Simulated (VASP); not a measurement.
Write the native input for VASP 6.6.1 that does the following.

| Quantity | Value |
| --- | --- |
| Task | single point |
| Functional | r2SCAN |
| Potentials or basis | VASP PAW PBE potentials, release 64 (K_sv, S) |
| Cutoff | 550 eV |
| k mesh | 4 × 4 × 4 |
| Occupations | gaussian, width 0.01 eV |
| Spin | no spin polarisation |
| Dipole correction | no |
| Further INCAR settings | ALGO = Normal; EDIFF = 1e-06; NBANDS = 19 |

The system is K2S.

```
K S
1.0
     5.22623    0.00000    0.00000
     2.61311    4.52604    0.00000
     2.61311    1.50868    4.26720
K S
2 1
Direct
  0.25000 0.25000 0.25000
  0.75000 0.75000 0.75000
  0.00000 0.00000 0.00000
```

These files were run (other wordings do the same):

POSCAR

```
K2S
1.0
    5.2262260000      0.0000000000      0.0000000000
    2.6131130000      4.5260444819      0.0000000000
    2.6131130000      1.5086814940      4.2671956602
K S
2 1
Direct
    0.2500000000      0.2500000000      0.2500000000
    0.7500000000      0.7500000000      0.7500000000
    0.0000000000      0.0000000000      0.0000000000
```

INCAR.step1

```
ALGO = Normal
EDIFF = 1E-5
ENCUT = 550
GGA = PE
GGA_COMPAT = False
ISMEAR = 0
LASPH = True
LCHARG = False
LREAL = False
LWAVE = True
NBANDS = 19
NELM = 120
PREC = Accurate
SIGMA = 0.01
```

INCAR.step2

```
ALGO = Normal
EDIFF = 1E-6
ENCUT = 550
GGA_COMPAT = False
ISIF = 2
ISMEAR = 0
ISTART = 1
LASPH = True
LCHARG = False
LMIXTAU = True
LREAL = False
LWAVE = False
METAGGA = R2SCAN
NBANDS = 19
NELM = 120
PREC = Accurate
SIGMA = 0.01
```

KPOINTS

```
k-points
0
Gamma
  4 4 4
```

Potentials or basis: VASP PAW PBE potentials, release 64 (K_sv, S).

Command:

```bash
$ cat potpaw_PBE.64/K_sv/POTCAR potpaw_PBE.64/S/POTCAR > POTCAR
$ cp INCAR.step1 INCAR
$ mpirun -np 1 vasp_std > vasp.out
$ cp INCAR.step2 INCAR
$ mpirun -np 1 vasp_std > vasp.out
```

It gave:

- Pressure: 0.1 GPa
- Band gap on the k mesh: 2.77 eV, indirect (least direct gap 2.97 eV)

Caveat: the PAW data sets were made with another functional, which shifts forces and pressure a little.

Wall time 2.7 min on 1 thread of AMD EPYC 7R13, on a shared host, peak memory 0.23 GiB.
